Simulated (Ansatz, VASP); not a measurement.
**Cu in VASP and in Ansatz**

```
Cu
1.0
    -1.44279    1.44279    1.37608
     1.44279   -1.44279    1.37608
     1.44279    1.44279   -1.37608
Cu
1
Cartesian
  0.0000 0.0000 0.0000
```

Alike in both runs: task single point; functional PBEsol; k mesh 26 × 26 × 26; occupations gaussian, width 0.1 eV; no spin polarisation.

```csv
,VASP,Ansatz
version,VASP 6.6.1,Ansatz 0.2.0
potentials or method,"VASP PAW PBE potentials, release 64 (Cu), cutoff 520 eV","scalar-relativistic, plane waves, PAW"
valence electrons in the cell,11,19
```

Ansatz gave:

* gap on the k mesh at the Fermi level (eV): none
* pressure (GPa): -1.4
* traceless stress, the component that is largest in VASP (GPa): -0.06

Problem. Estimate VASP's values.

Solution. gap on the k mesh at the Fermi level (eV): none; pressure (GPa): -0.5; traceless stress, the component that is largest in VASP (GPa): -0.06.

VASP's potentials were made for PBE, not for PBEsol. A gap of «none» marks a metal or a gap that the smearing closes. With one functional, cell and mesh, what is left measures potentials, basis and numerics. VASP's potentials hold 11 valence electrons a cell and Ansatz's 19, so a difference there can come from the potentials and not from the codes.
